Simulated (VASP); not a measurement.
# PbS in VASP: further runs

The runs below take PbS through single point, with PBEsol.

Program: VASP 6.6.1. These are calculated values, not measurements. Logs are shortened: lines on timing, memory, paths and dates and some standing lists are left out, and cuts for length are marked.

**1. The cell of the first run**

The cell holds a slab with vacuum, 4 atoms: a = 4.130 Å, b = 4.130 Å, c = 12.257 Å, α = 93.60°, β = 93.60°, γ = 89.21°.

**2. Single point, PBEsol**

File INCAR:

```
PREC = Accurate ; ENCUT = 520
EDIFF = 1E-7 ; ISMEAR = 1
SIGMA = 0.05 ; LREAL = False
LASPH = True ; NELM = 80
ALGO = Normal ; ISIF = 2
LWAVE = False ; LCHARG = False
GGA = PS ; NBANDS = 28
```

File KPOINTS:

```
Automatic mesh
0
Gamma
  4 4 2
```

File POSCAR:

```
PbS
1.0
    2.9405000000     -2.9000000000      0.0000000000
    2.9405000000      2.9000000000      0.0000000000
   -1.0800500000      0.0000000000     12.2092900000
Pb S
2 2
Direct
    0.7708138225      0.7708138225      0.6103186975
    0.2216652348      0.2216652348      0.3487288802
    0.2638979637      0.2638979637      0.5740858800
    0.7285810936      0.7285810936      0.3849616977
```

Potentials or basis: VASP PAW PBE potentials, release 64 (Pb_d, S).

The run is started by

```
$ cat potpaw_PBE.64/Pb_d/POTCAR potpaw_PBE.64/S/POTCAR > POTCAR
$ mpirun -np 1 vasp_std > vasp.out
```

OUTCAR:

```text
PREC = Accurate
   ENCUT = 520
   EDIFF = 1E-7
   ISMEAR = 1
   LREAL = False
   LASPH = True
   NELM = 80
   ISIF = 2
   GGA = PS

 ion  position               nearest neighbor table
   1  0.771  0.771  0.610-   4 2.75   3 2.93   3 2.93   3 2.97   3 2.98
   2  0.222  0.222  0.349-   3 2.75   4 2.93   4 2.93   4 2.97   4 2.98
   3  0.264  0.264  0.574-   2 2.75   1 2.93   1 2.93   1 2.97   1 2.98
   4  0.729  0.729  0.385-   1 2.75   2 2.93   2 2.93   2 2.97   2 2.98

  LATTYP: Found a base centered monoclinic cell.
 ALAT       =     5.8810000000
 B/A-ratio  =     0.9862268322
 C/A-ratio  =     2.0841639576
 COS(beta)  =    -0.0881172227

  Lattice vectors:

 A1 = (   2.9405000000,  -2.9000000000,   0.0000000000)
 A2 = (   2.9405000000,   2.9000000000,   0.0000000000)
 A3 = (  -1.0800500000,   0.0000000000,  12.2092900000)

Analysis of symmetry for initial positions (statically):
=====================================================================
 Subroutine PRICEL returns:
 Original cell was already a primitive cell.

 Routine SETGRP: Setting up the symmetry group for a
 base centered monoclinic supercell.

 Subroutine GETGRP returns: Found  4 space group operations
 (whereof  2 operations were pure point group operations)
 out of a pool of  4 trial point group operations.

The static configuration has the point symmetry C_1h.
 The point group associated with its full space group is C_2h.

Analysis of symmetry for dynamics (positions and initial velocities):
=====================================================================
 Subroutine PRICEL returns:
 Original cell was already a primitive cell.

 Routine SETGRP: Setting up the symmetry group for a
 base centered monoclinic supercell.

 Subroutine GETGRP returns: Found  4 space group operations
 (whereof  2 operations were pure point group operations)
 out of a pool of  4 trial point group operations.

The dynamic configuration has the point symmetry C_1h.
 The point group associated with its full space group is C_2h.

 Subroutine INISYM returns: Found  4 space group operations
 (whereof  2 operations are pure point group operations),
 and found     1 'primitive' translations

----------------------------------------------------------------------------------------

                                     Primitive cell

  volume of cell :     208.2282

  direct lattice vectors                    reciprocal lattice vectors
     2.940500000 -2.900000000  0.000000000     0.170039109 -0.172413793  0.015041885
     2.940500000  2.900000000  0.000000000     0.170039109  0.172413793  0.015041885
    -1.080050000  0.000000000 12.209290000     0.000000000  0.000000000  0.081904845

  length of vectors
     4.129956447  4.129956447 12.256968235     0.242623315  0.242623315  0.081904845

  position of ions in fractional coordinates (direct lattice)
     0.770813823  0.770813823  0.610318697
     0.221665235  0.221665235  0.348728880
     0.263897964  0.263897964  0.574085880
     0.728581094  0.728581094  0.384961698

  ion indices of the primitive-cell ions
   primitive index   ion index
                 1           1
                 2           2
                 3           3
                 4           4

----------------------------------------------------------------------------------------

 KPOINTS: Automatic mesh

Automatic generation of k-mesh.
 Grid dimensions read from file:
 generate k-points for:    4    4    2

 Generating k-lattice:

  Cartesian coordinates                     Fractional coordinates (reciprocal lattice)
     0.042509777 -0.043103448  0.003760471     0.250000000  0.000000000  0.000000000
     0.042509777  0.043103448  0.003760471     0.000000000  0.250000000  0.000000000
     0.000000000  0.000000000  0.040952422     0.000000000  0.000000000  0.500000000

  Length of vectors
     0.060655829  0.060655829  0.040952422

  Shift w.r.t. Gamma in fractional coordinates (k-lattice)
     0.000000000  0.000000000  0.000000000

 Subroutine IBZKPT returns following result:
 ===========================================

 Found     14 irreducible k-points:

 Following reciprocal coordinates:
            Coordinates               Weight
  0.000000  0.000000  0.000000      1.000000
  0.250000 -0.000000 -0.000000      4.000000
  0.500000 -0.000000 -0.000000      2.000000
  0.250000  0.250000 -0.000000      2.000000
  0.500000  0.250000 -0.000000      4.000000
 -0.250000  0.250000  0.000000      2.000000
  0.500000  0.500000 -0.000000      1.000000
  0.000000  0.000000  0.500000      1.000000
  0.250000 -0.000000  0.500000      4.000000
  0.500000 -0.000000  0.500000      2.000000
  0.250000  0.250000  0.500000      2.000000
  0.500000  0.250000  0.500000      4.000000
 -0.250000  0.250000  0.500000      2.000000
  0.500000  0.500000  0.500000      1.000000
   k-points           NKPTS =     14   k-points in BZ     NKDIM =     14   number of bands    NBANDS=     28
   number of dos      NEDOS =    301   number of ions     NIONS =      4
   total plane-waves  NPLWV =  98304
   dimension x,y,z NGX =    32 NGY =   32 NGZ =   96
   dimension x,y,z NGXF=    64 NGYF=   64 NGZF=  192
   ions per type =               2   2
   NGX,Y,Z   is equivalent  to a cutoff of  12.88, 12.88, 13.02 a.u.
   NGXF,Y,Z  is equivalent  to a cutoff of  25.76, 25.76, 26.04 a.u.
 SYSTEM =  unknown system
   PREC   = accura    normal or accurate (medium, high low for compatibility)
   ISTART =      0    job   : 0-new  1-cont  2-samecut
   ICHARG =      2    charge: 1-file 2-atom 10-const
   ISPIN  =      1    spin polarized calculation?
   LNONCOLLINEAR =      F non collinear calculations
   LSORBIT =      F    spin-orbit coupling
   LASPH  =      T    aspherical Exc in radial PAW
   ENCUT  =  520.0 eV  38.22 Ry    6.18 a.u.   7.68  7.68 22.79*2*pi/ulx,y,z
   NELM   =     80;   NELMIN=  2; NELMDL= -5     # of ELM steps
   EDIFF  = 0.1E-06   stopping-criterion for ELM
   LREAL  =      F    real-space projection
   EDIFFG = 0.1E-05   stopping-criterion for IOM
   NSW    =      0    number of steps for IOM
   IBRION =     -1    ionic relax: 0-MD 1-quasi-New 2-CG
   NFREE  =      0    steps in history (QN), initial steepest desc. (CG)
   ISIF   =      2    stress and relaxation
   ISYM   =      2    0-nonsym 1-usesym 2-fastsym
   POTIM  = 0.5000    time-step for ionic-motion
   TEBEG  =    0.0;   TEEND  =   0.0 temperature during run
   PSTRESS=    0.0 pullay stress
   NELECT =      40.0000    total number of electrons
   NUPDOWN=      -1.0000    fix difference up-down
   EMIN   =  10.00;   EMAX   =-10.00  energy-range for DOS
   EFERMI =   0.00;   METHOD = LEGACY
   ISMEAR =     1;   SIGMA  =   0.05  broadening in eV -4-tet -1-fermi 0-gaus
   EFERMI_NEDOS =   21; number of points for ismear=-14 and -15
   IALGO  =     38    algorithm
   IMIX   =      4    mixing-type and parameters
     AMIX     =   0.40;   BMIX     =  1.00
     AMIX_MAG =   1.60;   BMIX_MAG =  1.00
  volume/ion in A,a.u.               =      52.06       351.30
  Fermi-wavevector in a.u.,A,eV,Ry     =   0.944601  1.785037 12.140079  0.892271
  Thomas-Fermi vector in A             =   2.072421
   LORBIT       =      0    0 simple, 1 ext, 2 COOP (PROOUT), +10 PAW based schemes
   GGA     = PS    functional components
   LHFCALC =     F    Hartree Fock is set to
   AEXX    =    0.0000 exact exchange contribution
   IVDW    =     0    specifies the selected vdW correction
   LEPSILON=     F    determine dielectric tensor
   LRPA    =     F    only Hartree local field effects (RPA)
 non-spin polarized calculation
 Methfessel and Paxton  Order N= 1 SIGMA  =   0.05
  energy-cutoff  :      520.00
  volume of cell :      208.23
 maximum number of plane-waves:      5631
 NGX is ok and might be reduce to    32
   NGX = 15   NGY = 15   NGZ = 45

 number of electron      40.0000001 magnetization

 Free energy of the ion-electron system (eV)
  ---------------------------------------------------
  ext. energy  EPLUGINS =         0.00000000
  ---------------------------------------------------
  free energy    TOTEN  =       -18.44434681 eV

  energy without entropy =      -18.44452800  energy(sigma->0) =      -18.44440721

 E-fermi :   0.4600     XC(G=0):  -5.7310

 val. band max:        0.4179742944   @ k =   0.0000   0.0000   0.0000
 cond. band min:       1.6950479735   @ k =   0.0000   0.0000   0.5000
 fundamental gap:      1.2770736791
 Fermi energy:         0.4599953420

 k-point     1 :       0.0000    0.0000    0.0000
  band No.  band energies     occupation
      1     -15.8584      2.00000
      2     -15.7702      2.00000
      3     -15.7696      2.00000
      4     -15.7606      2.00000
      5     -15.7317      2.00000
      6     -15.7273      2.00000
[... 20 lines left out ...]
     27       6.6915      0.00000
     28       6.8647      0.00000

 k-point     2 :       0.2500   -0.0000   -0.0000
  band No.  band energies     occupation
      1     -15.8308      2.00000
      2     -15.7709      2.00000
      3     -15.7498      2.00000
      4     -15.7373      2.00000
      5     -15.7360      2.00000
      6     -15.7345      2.00000
[... 20 lines left out ...]
     27       5.8748      0.00000
     28       6.8605      0.00000

 k-point     3 :       0.5000   -0.0000   -0.0000
  band No.  band energies     occupation
      1     -15.7916      2.00000
      2     -15.7912      2.00000
      3     -15.7499      2.00000
      4     -15.7498      2.00000
      5     -15.7400      2.00000
      6     -15.7400      2.00000
[... 20 lines left out ...]
     27       5.9450      0.00000
     28       6.1248      0.00000

 k-point     4 :       0.2500    0.2500   -0.0000
  band No.  band energies     occupation
      1     -15.8258      2.00000
      2     -15.7821      2.00000
      3     -15.7472      2.00000
      4     -15.7438      2.00000
      5     -15.7402      2.00000
      6     -15.7281      2.00000
[... 268 lines left out ...]
     27       6.7773      0.00000
     28       7.0150      0.00000

 k-point    13 :      -0.2500    0.2500    0.5000
  band No.  band energies     occupation
      1     -15.8239      2.00000
      2     -15.7761      2.00000
      3     -15.7500      2.00000
      4     -15.7448      2.00000
      5     -15.7408      2.00000
      6     -15.7236      2.00000
[... 20 lines left out ...]
     27       5.7754      0.00000
     28       6.6534      0.00000

 k-point    14 :       0.5000    0.5000    0.5000
  band No.  band energies     occupation
      1     -15.8628      2.00000
      2     -15.8623      2.00000
      3     -15.7542      2.00000
      4     -15.7488      2.00000
      5     -15.7343      2.00000
      6     -15.7313      2.00000
[... 20 lines left out ...]
     27       7.8879      0.00000
     28       8.0223      0.00000

------------------------ aborting loop because EDIFF is reached ----------------------------------------

  FORCE on cell =-STRESS in cart. coord.  units (eV):
  Direction    XX          YY          ZZ          XY          YZ          ZX
  --------------------------------------------------------------------------------------
  -------------------------------------------------------------------------------------
  Total       -1.3449365     -0.2996900     -2.7249038      0.0000000      0.0000000     -0.0122523
  in kB      -10.3483900     -2.3059148    -20.9663178      0.0000000      0.0000000     -0.0942734
  external PRESSURE =     -11.2068742 kB  Pullay stress =       0.0000000 kB

 VOLUME and BASIS-vectors are now :
 -----------------------------------------------------------------------------
  energy-cutoff  :      520.00
  volume of cell :      208.23
      direct lattice vectors                 reciprocal lattice vectors
     2.940500000 -2.900000000  0.000000000     0.170039109 -0.172413793  0.015041885
     2.940500000  2.900000000  0.000000000     0.170039109  0.172413793  0.015041885
    -1.080050000  0.000000000 12.209290000     0.000000000  0.000000000  0.081904845

 POSITION                                       TOTAL-FORCE (eV/Angst)
 -----------------------------------------------------------------------------------
      3.87398      0.00000      7.45156        -0.000989      0.000000     -0.673300
      0.92697      0.00000      4.25773         0.000989      0.000000      0.673300
      0.93194      0.00000      7.00918        -0.004071      0.000000     -0.228015
      3.86901      0.00000      4.70011         0.004071      0.000000      0.228015
 -----------------------------------------------------------------------------------
    total drift:                                0.000066     -0.000000      0.000034

  FREE ENERGIE OF THE ION-ELECTRON SYSTEM (eV)
  ---------------------------------------------------
  free  energy   TOTEN  =       -18.4443468133 eV

  energy  without entropy=      -18.4445279993  energy(sigma->0) =      -18.44440721
```

Run time: 76 s. Hardware: 1 thread of Intel Xeon Platinum 8375C at 2.90GHz (Ice Lake), shared host; peak memory 0.33 GiB.

What came out:

* Free energy: -18.4443 eV
* Largest force: 0.673 eV/Å
* Band gap on the k mesh: 1.28 eV, direct

Forces on the atoms (eV/Å):
```
Pb  -0.001  0.000 -0.673
Pb   0.001  0.000  0.673
S   -0.004  0.000 -0.228
S    0.004  0.000  0.228
```

Levels at points of the mesh, in eV from the valence-band top:
```tsv
k point	band 16	band 17	band 18	band 19	band 20	band 21	band 22	band 23	band 24	band 25
(0.00, 0.00, 0.00)	-2.59	-2.44	-1.46	-1.34	0.00	1.36	3.18	4.85	5.15	5.32
(0.50, 0.00, 0.00)	-1.95	-1.01	-1.01	-0.37	-0.37	2.02	2.02	3.09	3.09	3.36
(0.50, 0.50, 0.00)	-4.30	-2.97	-2.94	-1.55	-1.44	3.69	3.81	4.58	4.65	4.66
(0.00, 0.00, 0.50)	-2.59	-2.44	-1.46	-1.34	0.00	1.28	3.78	4.39	4.85	5.15
(0.50, 0.00, 0.50)	-1.95	-1.01	-1.01	-0.37	-0.37	2.01	2.02	3.09	3.09	3.33
(0.50, 0.50, 0.50)	-4.30	-2.97	-2.94	-1.55	-1.44	3.69	3.80	4.59	4.65	4.68
```

Caveat: the PAW data sets were made with another functional, which shifts forces and pressure a little; spin-orbit coupling is left out, which moves the levels of the heavy elements.

**3. Single point, PBEsol**

This run uses another cell than the first one, of 54.19 Å³/atom, 1.041 times its volume.

File INCAR:

```
PREC = Accurate ; ENCUT = 520
EDIFF = 1E-6 ; ISMEAR = 1
SIGMA = 0.05 ; LREAL = False
LASPH = True ; NELM = 80
ALGO = Normal ; ISIF = 2
LWAVE = False ; LCHARG = True
GGA = PS ; LELF = True
LVHAR = True ; NBANDS = 28
```

File KPOINTS:

```
regular mesh
0
Gamma
  4 4 2
```

File POSCAR:

```
PbS
1.0
    2.9405000000     -2.9000000000      0.0000000000
    2.9405000000      2.9000000000      0.0000000000
   -1.0800500000      0.0000000000     12.7092900000
Pb S
2 2
Direct
    0.7664042339      0.7664042339      0.5863079661
    0.2191456481      0.2191456481      0.3350094325
    0.2597501594      0.2597501594      0.5515005948
    0.7257997227      0.7257997227      0.3698168038
```

Potentials or basis: VASP PAW PBE potentials, release 64 (Pb_d, S).

The run is started by

```
$ cat potpaw_PBE.64/Pb_d/POTCAR potpaw_PBE.64/S/POTCAR > POTCAR
$ mpirun -np 1 vasp_std > vasp.out
```

Wall time 69 s (1 thread of Intel Xeon Platinum 8375C at 2.90GHz (Ice Lake), shared host); peak memory 0.33 GiB.

It converged, with:

* Free energy: -18.4444 eV
* Largest force: 0.673 eV/Å
* Band gap on the k mesh: 1.29 eV, direct

Forces on the atoms (eV/Å):
```
Pb  -0.001  0.000 -0.673
Pb   0.001  0.000  0.673
S   -0.004  0.000 -0.228
S    0.004  0.000  0.228
```

Levels at points of the mesh, in eV from the valence-band top:
| k point | band 18 | band 19 | band 20 | band 21 | band 22 | band 23 |
| --- | --- | --- | --- | --- | --- | --- |
| (0.00, 0.00, 0.00) | -1.46 | -1.34 | 0.00 | 1.34 | 3.21 | 4.85 |
| (0.50, 0.00, 0.00) | -1.01 | -0.37 | -0.37 | 2.02 | 2.02 | 3.09 |
| (0.50, 0.50, 0.00) | -2.94 | -1.55 | -1.44 | 3.69 | 3.81 | 4.58 |
| (0.00, 0.00, 0.50) | -1.46 | -1.34 | 0.00 | 1.29 | 3.71 | 4.32 |
| (0.50, 0.00, 0.50) | -1.01 | -0.37 | -0.37 | 2.01 | 2.02 | 3.09 |
| (0.50, 0.50, 0.50) | -2.94 | -1.55 | -1.44 | 3.69 | 3.80 | 4.59 |

Caveat: the PAW data sets were made with another functional, which shifts forces and pressure a little; spin-orbit coupling is left out, which moves the levels of the heavy elements.

**4. Single point, PBEsol**

This run uses another cell than the first one, of 58.45 Å³/atom, 1.123 times its volume.

File INCAR:

```
SYSTEM = PbS
  PREC = Accurate
  ENCUT = 520
  EDIFF = 1E-7
  ISMEAR = 1
  SIGMA = 0.05
  LREAL = .FALSE.
  LASPH = .TRUE.
  NELM = 60
  ALGO = Normal
  ISIF = 2
  LWAVE = .FALSE.
  LCHARG = .TRUE.
  GGA = PS
  LELF = .TRUE.
  LVHAR = .TRUE.
  NBANDS = 28
```

File KPOINTS:

```
regular mesh
0
G
  4 4 2
  0 0 0
```

File POSCAR:

```
PbS
1.0
    2.9405000000     -2.9000000000      0.0000000000
    2.9405000000      2.9000000000      0.0000000000
   -1.0800500000      0.0000000000     13.7092900000
Pb S
2 2
Direct
    0.7585500058      0.7585500058      0.5435407647
    0.2146578351      0.2146578351      0.3105727598
    0.2523622135      0.2523622135      0.5112723558
    0.7208456273      0.7208456273      0.3428411687
```

The run is started by

```
$ cat potpaw_PBE.64/Pb_d/POTCAR potpaw_PBE.64/S/POTCAR > POTCAR
$ mpirun -np 1 vasp_std > vasp.out
```

Wall time 91 s (1 thread of Intel Xeon Platinum 8375C at 2.90GHz (Ice Lake), shared host); peak memory 0.35 GiB.

The run converged. Its results:

```
Free energy            : -18.4444 eV
Largest force          : 0.674 eV/Å
Band gap on the k mesh : 1.31 eV, direct
```

Forces on the atoms (eV/Å):
```
Pb  -0.001  0.000 -0.674
Pb   0.001  0.000  0.674
S   -0.004  0.000 -0.228
S    0.004  0.000  0.228
```

Levels at points of the mesh, in eV from the valence-band top:
```tsv
k point	band 16	band 17	band 18	band 19	band 20	band 21	band 22	band 23	band 24	band 25
(0.00, 0.00, 0.00)	-2.59	-2.44	-1.46	-1.34	0.00	1.33	3.27	4.85	5.02	5.15
(0.50, 0.00, 0.00)	-1.95	-1.01	-1.01	-0.37	-0.37	2.02	2.02	3.09	3.09	3.36
(0.50, 0.50, 0.00)	-4.30	-2.97	-2.94	-1.55	-1.44	3.69	3.80	4.58	4.65	4.67
(0.00, 0.00, 0.50)	-2.59	-2.44	-1.46	-1.34	0.00	1.31	3.60	4.24	4.85	5.15
(0.50, 0.00, 0.50)	-1.95	-1.01	-1.01	-0.37	-0.37	2.02	2.02	3.09	3.09	3.35
(0.50, 0.50, 0.50)	-4.30	-2.97	-2.94	-1.55	-1.44	3.69	3.80	4.59	4.65	4.67
```

Caveat: the PAW data sets were made with another functional, which shifts forces and pressure a little; spin-orbit coupling is left out, which moves the levels of the heavy elements.

**5. Overview**

| cell | gap on the mesh (eV) | largest force (eV/Å) |
| --- | --- | --- |
| a = 4.130, b = 4.130, c = 12.257 Å, angles 93.6, 93.6, 89.2°, 4 atoms | 1.28 | 0.67 |
| a = 4.130, b = 4.130, c = 12.755 Å, angles 93.5, 93.5, 89.2°, 4 atoms | 1.29 | 0.67 |
| a = 4.130, b = 4.130, c = 13.752 Å, angles 93.2, 93.2, 89.2°, 4 atoms | 1.31 | 0.67 |

Alike in all rows: task single point; level PBEsol; potentials or basis VASP PAW PBE potentials, release 64 (Pb_d, S); no spin polarisation; k mesh 4 × 4 × 2; cutoff (eV) 520; smearing methfessel-paxton 0.05 eV.

Caveats: the PAW data sets were made with another functional, which shifts forces and pressure a little; spin-orbit coupling is left out, which moves the levels of the heavy elements.

Absolute energies hang on the potentials; compare differences alone.
